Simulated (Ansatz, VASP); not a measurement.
Two plane-wave programs on Fe

```
Fe
1.0
     2.40639    0.00000    0.00000
     0.00000    2.40639    0.00000
     0.00000    0.00000    2.40639
Fe
1
Direct
  0.00000 0.00000 0.00000
```

Alike in both runs: functional BLYP; k mesh 13 × 13 × 13; occupations fermi-dirac, width 0.05 eV; collinear spin.

Ansatz relaxed the structure, and its values are those at the end. VASP's run is a single point on that final structure, the one shown.

|  | VASP | Ansatz |
| --- | --- | --- |
| version | VASP 6.6.1 | Ansatz 0.2.0 |
| potentials or method | VASP PAW PBE potentials, release 64 (Fe), cutoff 520 eV | plane waves (420 eV) with PAW, scalar-relativistic |
| valence electrons in the cell | 8 | 16 |

VASP gave:

```
pressure (GPa)                                                : 0.0
net moment per atom (μB)                                      : 2.44
size of the moment on the site where the two differ most (μB) : 2.42
```

Task: What did Ansatz give for the same quantities?

Result: Pressure (GPa): 0.0; net moment per atom (μB): 2.44; size of the moment on the site where the two differ most (μB): 2.41.

VASP's potentials were made for PBE, not for BLYP. Site moments also hang on the region over which each program counts them. VASP's potentials hold 8 valence electrons a cell and Ansatz's 16, so a difference there can come from the potentials and not from the codes.
